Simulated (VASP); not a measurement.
BaGeP4:

```
CELL_PARAMETERS angstrom
0.00000 4.02326 4.02326
4.02326 0.00000 4.02326
4.02326 4.02326 0.00000
ATOMIC_POSITIONS crystal
Ba 0.00000 0.00000 0.00000
Ge 0.25000 0.25000 0.25000
P 0.62403 0.12790 0.62403
P 0.62403 0.62403 0.12790
P 0.62403 0.62403 0.62403
P 0.12790 0.62403 0.62403
```

The cell was generated, and may not be a known phase.

| Quantity | Value |
| --- | --- |
| Program | VASP 6.6.1 |
| Task | relaxation of cell and atoms |
| Functional | PBE |
| Potentials or basis | VASP PAW PBE potentials, release 64 (Ba_sv, Ge_d, P) |
| Cutoff | 600 eV |
| k mesh | 4 × 4 × 4 |
| Occupations | gaussian, width 0.1 eV |
| Spin | no spin polarisation |

At the start: pressure -4.8 GPa; volume 21.71 Å³/atom.

How do energy, volume and symmetry change on relaxing?

Over 19 steps the energy falls by 150.7 meV/atom and the volume is 22.01 Å³/atom (+1.4 %); space group F-43m (No. 216, to 0.1 Å) before and after.

Step by step:
| step | energy change (eV) | largest force (eV/Å) | pressure (GPa) | volume (Å³) |
| --- | --- | --- | --- | --- |
| 1 | 0.0000 | 0.4022 | -4.81 | 130.25 |
| 2 | -0.2059 | 0.4930 | 0.67 | 118.35 |
| 3 | -0.2060 | 0.4922 | 0.55 | 118.55 |
| 4 | -0.2588 | 0.5373 | 0.77 | 118.29 |
| 5 | -0.4627 | 0.7480 | 1.90 | 117.52 |
| 6 | -0.5850 | 0.8648 | 8.13 | 115.98 |
| 7 | -0.6377 | 0.5520 | 3.57 | 116.87 |
| 8 | -0.6790 | 0.0125 | 5.51 | 116.42 |
| 9 | -0.6924 | 0.1131 | 5.55 | 116.87 |
| 10 | -0.7122 | 0.4409 | 5.79 | 118.24 |
| 11 | -0.7466 | 0.3680 | 5.04 | 119.29 |
| 12 | -0.8254 | 0.1552 | 3.08 | 122.48 |
| 13 | -0.8830 | 0.2492 | -0.16 | 129.04 |
| 14 | -0.8830 | 0.2363 | -0.08 | 128.82 |
| 15 | -0.8853 | 0.2228 | -0.06 | 129.03 |
| 16 | -0.8913 | 0.1834 | 0.00 | 129.65 |
| 17 | -0.9004 | 0.0987 | 0.14 | 130.89 |
| 18 | -0.9013 | 0.1944 | 0.49 | 133.41 |
| 19 | -0.9044 | 0.0128 | 0.26 | 132.07 |

Final structure:
```
Ba Ge P
1.0
     0.00000    4.04199    4.04199
     4.04199    0.00000    4.04199
     4.04199    4.04199    0.00000
Ba Ge P
1 1 4
Direct
  0.00000 0.00000 0.00000
  0.25000 0.25000 0.25000
  0.60081 0.19758 0.60081
  0.60081 0.60081 0.19758
  0.60081 0.60081 0.60081
  0.19758 0.60081 0.60081
```
